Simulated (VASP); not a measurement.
A run of VASP 6.6.1:

INCAR

```
SYSTEM = InAs
PREC = Accurate
ENCUT = 520
EDIFF = 1E-6
ISMEAR = -1
SIGMA = 0.02
LREAL = .False.
LASPH = .True.
NELM = 100
ALGO = Normal
ISIF = 2
LWAVE = .False.
LCHARG = .False.
GGA = PS
NBANDS = 16
```

Contents of KPOINTS:

```
Automatic mesh
0
Gamma
  6 6 6
  0 0 0
```

File POSCAR:

```
InAs
1.0
    0.0000000000      3.0545915924      3.0545915924
    3.0545915924      0.0000000000      3.0545915924
    3.0545915924      3.0545915924      0.0000000000
In As
1 1
Direct
    0.0000000000      0.0000000000      0.0000000000
    0.2500000000      0.2500000000      0.2500000000
```

Potentials or basis: VASP PAW PBE potentials, release 64 (In_d, As).

Run with:

```sh
$ cat potpaw_PBE.64/In_d/POTCAR potpaw_PBE.64/As/POTCAR > POTCAR
$ mpirun -np 1 vasp_std > vasp.out
```

Hardware: 1 thread of AMD EPYC 7R13 Processor (Zen 3) (shared host).

Question: How long does it take, and how much memory?

Answer: Wall time 16 s on 1 thread of AMD EPYC 7R13 Processor (Zen 3) (shared host), peak memory 0.15 GiB. Counts: scf iterations 12, k points 16.
